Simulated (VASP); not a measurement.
The system is GaN.

```
CELL_PARAMETERS angstrom
2.97857 0.00000 0.00000
-1.48929 2.57952 0.00000
0.00000 0.00000 6.52317
ATOMIC_POSITIONS crystal
Ga 0.00000 0.50000 0.16667
Ga 0.50000 0.50000 0.83333
Ga 0.50000 0.00000 0.50000
N 0.50000 0.50000 0.33333
N 0.50000 0.00000 0.00000
N 0.00000 0.50000 0.66667
```

The cell was built from a structure type or drawn by symmetry, and may not be a known phase.

| Property | Result |
| --- | --- |
| Program | VASP 6.6.1 |
| Task | relaxation of cell and atoms |
| Functional | PBE |
| Potentials or basis | VASP PAW PBE potentials, release 64 (Ga_d, N) |
| Cutoff | 600 eV |
| k mesh | 6 × 6 × 4 |
| Occupations | gaussian, width 0.1 eV |
| Spin | no spin polarisation |

At the start: pressure 83.4 GPa; volume 8.35 Å³/atom.

Problem. How do energy, volume and symmetry change on relaxing?

Solution. Over 7 steps the energy falls by 544.5 meV/atom and the volume is 10.77 Å³/atom (+28.9 %); space group P6_222 (No. 180, to 0.1 Å) before and after.

Step by step:
| step | energy change (eV) | largest force (eV/Å) | pressure (GPa) | volume (Å³) |
| --- | --- | --- | --- | --- |
| 1 | 0.0000 | 0.0000 | 83.42 | 50.12 |
| 2 | -0.3707 | 0.0000 | -29.23 | 88.58 |
| 3 | -3.2164 | 0.0000 | -3.31 | 66.06 |
| 4 | -3.2234 | 0.0000 | -1.60 | 65.42 |
| 5 | -3.2241 | 0.0000 | -0.69 | 65.08 |
| 6 | -3.2649 | 0.0000 | -0.36 | 64.73 |
| 7 | -3.2671 | 0.0000 | -0.22 | 64.62 |

Final structure:
```xyz
6
Lattice="3.1669 0.0000 0.0000 -1.5834 2.7426 0.0000 0.0000 0.0000 7.4404" Properties=species:S:1:pos:R:3 pbc="T T T"
Ga   -0.7917    1.3713    1.2401
Ga    0.7917    1.3713    6.2004
Ga    0.0000    2.7426    3.7202
N     0.7917    1.3713    2.4802
N     0.0000    2.7426    0.0000
N    -0.7917    1.3713    4.9603
```

Caveat: the volume moved by over 15 % at a fixed basis, so the end points are rough.
